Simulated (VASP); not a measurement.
Write the native input for VASP 6.6.1 that does the following.

| Item | Value |
| --- | --- |
| Task | single point |
| Functional | PBE |
| Potentials or basis | VASP PAW PBE potentials, release 64 (Si, C) |
| Cutoff | 600 eV |
| k mesh | 8 × 8 × 8 |
| Occupations | fermi-dirac, width 0.01 eV |
| Spin | no spin polarisation |
| Dipole correction | no |
| Further INCAR settings | ALGO = Normal; EDIFF = 1e-06; NBANDS = 11 |

The structure of SiC (SiC (F-43m)) lies in POSCAR:

```
SiC
1.0
    0.0000000000      2.1898524999      2.1898524999
    2.1898524999      0.0000000000      2.1898524999
    2.1898524999      2.1898524999      0.0000000000
Si C
1 1
Direct
    0.7500000000      0.7500000000      0.7500000000
    0.0000000000      0.0000000000      0.0000000000
```

One way to write it, as run:

INCAR

```
  PREC = Accurate
  ENCUT = 600
  EDIFF = 1E-6
  ISMEAR = -1
  SIGMA = 0.01
  LREAL = False
  LASPH = True
  NELM = 120
  ALGO = Normal
  ISIF = 2
  LWAVE = False
  LCHARG = False
  GGA = PE
  NBANDS = 11
  GGA_COMPAT = False
```

KPOINTS

```
Automatic mesh
0
Gamma
  8 8 8
```

Potentials or basis: VASP PAW PBE potentials, release 64 (Si, C).

The run is started by

```sh
$ cat potpaw_PBE.64/Si/POTCAR potpaw_PBE.64/C/POTCAR > POTCAR
$ mpirun -np 1 vasp_std > vasp.out
```

Results of the run:

* Pressure: -0.2 GPa
* Band gap on the k mesh: 1.37 eV, indirect (least direct gap 4.53 eV)

It took 4.9 s on 1 thread of Intel(R) Xeon(R) 6975P-C (Granite Rapids), with other jobs on the host, peak memory 0.14 GiB.
